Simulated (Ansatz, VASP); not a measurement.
HfC: VASP beside Ansatz

The input INCAR:

```
SYSTEM = HfC
PREC     = Accurate       ! precision mode
ENCUT    = 520            ! plane-wave cutoff, eV
EDIFF    = 1E-8           ! SCF threshold, eV
ISMEAR   = -1             ! smearing method
SIGMA    = 0.05           ! smearing width, eV
LREAL    = .FALSE.        ! projectors in reciprocal space
LASPH    = .TRUE.         ! aspherical terms in the spheres
NELM     = 80             ! most SCF steps
ALGO     = Normal         ! electronic algorithm
ISIF     = 2              ! what is computed and relaxed
LWAVE    = .FALSE.        ! write WAVECAR
LCHARG   = .FALSE.        ! write CHGCAR
LEFG     = .TRUE.       
NBANDS   = 14             ! bands
```

The input KPOINTS:

```
Automatic mesh
0
G
  12 12 12
  0 0 0
```

The input POSCAR:

```
HfC
1.0
    0.0000000000      2.3715000000      2.3250000000
    2.3715000000      0.0000000000      2.3250000000
    2.3715000000      2.3715000000      0.0000000000
Hf C
1 1
Direct
    0.5000000000      0.5000000000      0.5000000000
    0.0000000000      0.0000000000      0.0000000000
```

Input for Ansatz:

```yaml
crystal:
  lattice:
    - [0.0, 2.3715, 2.325]
    - [2.3715, 0.0, 2.325]
    - [2.3715, 2.3715, 0.0]
  atoms:
    - { symbol: Hf, position: [0.5, 0.5, 0.5] }
    - { symbol: C, position: [0.0, 0.0, 0.0] }
kpoints:
  mp_grid: { grid: [12, 12, 12] }
scf:
  occupations: { method: fermi_dirac, width: 0.05 }
hamiltonian:
  xc: lda
  pseudopotentials: { kind: all_electron, datasets: crystal }
output:
  forces: true
  stress: true
  eigenvalues: true
  efg: { contact_densities: true }
```

Change from the starting cell: equal xx and yy strain of +2 %, crystal datasets.

Alike in both runs: task electric field gradients; functional LDA; k mesh 12 × 12 × 12; occupations fermi-dirac, width 0.05 eV; no spin polarisation.

|  | VASP | Ansatz |
| --- | --- | --- |
| version | VASP 6.6.1 | Ansatz 0.2.0 |
| potentials or method | VASP PAW LDA potentials, release 64 (Hf_pv, C), cutoff 520 eV | all-electron PAW with datasets made for the crystal, scalar-relativistic |

VASP gave:

| Quantity | Value |
| --- | --- |
| pressure (GPa) | -19.4 |
| traceless stress, the component that is largest in VASP (GPa) | 4.29 |
| size of Vzz on the site where it differs most (V/Å²) | 63.3 |

Problem. What did Ansatz give for the same quantities?

Solution. Pressure (GPa): -19.4; traceless stress, the component that is largest in VASP (GPa): 4.20; size of Vzz on the site where it differs most (V/Å²): 74.6.

LDA's correlation is that of Perdew and Zunger in VASP and of Perdew and Wang (1992) in Ansatz. Ansatz ran all-electron here, and VASP with PAW potentials.

Spin-orbit coupling is off throughout.
